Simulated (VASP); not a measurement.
B3Pd: single point with PBE

B3Pd:

```
CELL_PARAMETERS angstrom
3.29652 0.00000 0.00000
0.00000 3.29652 0.00000
0.00000 0.00000 3.26208
ATOMIC_POSITIONS crystal
B 0.00000 0.50000 0.50000
B 0.50000 0.00000 0.50000
B 0.50000 0.50000 0.00000
Pd 0.00000 0.00000 0.00000
```

```yaml
Program: VASP 6.6.1
Task: single point
Functional: PBE
Potentials_or_basis: VASP PAW PBE potentials, release 64 (B, Pd)
Cutoff: 500 eV
k_mesh: 6 × 6 × 6
Occupations: gaussian, width 0.2 eV
Spin: no spin polarisation
```

| Property | Result |
| --- | --- |
| Pressure | -0.2 GPa |

Levels at points of the mesh, in eV from the Fermi level:
```tsv
k point	band 7	band 8	band 9	band 10	band 11	band 12
(0.00, 0.00, 0.00)	-4.67	-4.67	-4.50	1.99	2.05	2.88
(0.50, 0.00, 0.00)	-4.08	-0.53	-0.41	-0.38	0.79	0.87
(0.50, 0.50, 0.00)	-4.22	-2.96	-2.84	0.47	2.93	2.93
(0.00, 0.00, 0.50)	-3.97	-0.51	-0.47	-0.47	0.86	0.86
(0.50, 0.00, 0.50)	-4.16	-2.90	-2.89	0.35	2.73	2.76
(0.50, 0.50, 0.50)	-6.05	-4.01	-3.96	-0.08	-0.01	-0.01
```

Run time: 7.2 s on 1 thread of Intel(R) Xeon(R) 6975P-C (Granite Rapids) (shared host), peak memory 0.15 GiB.
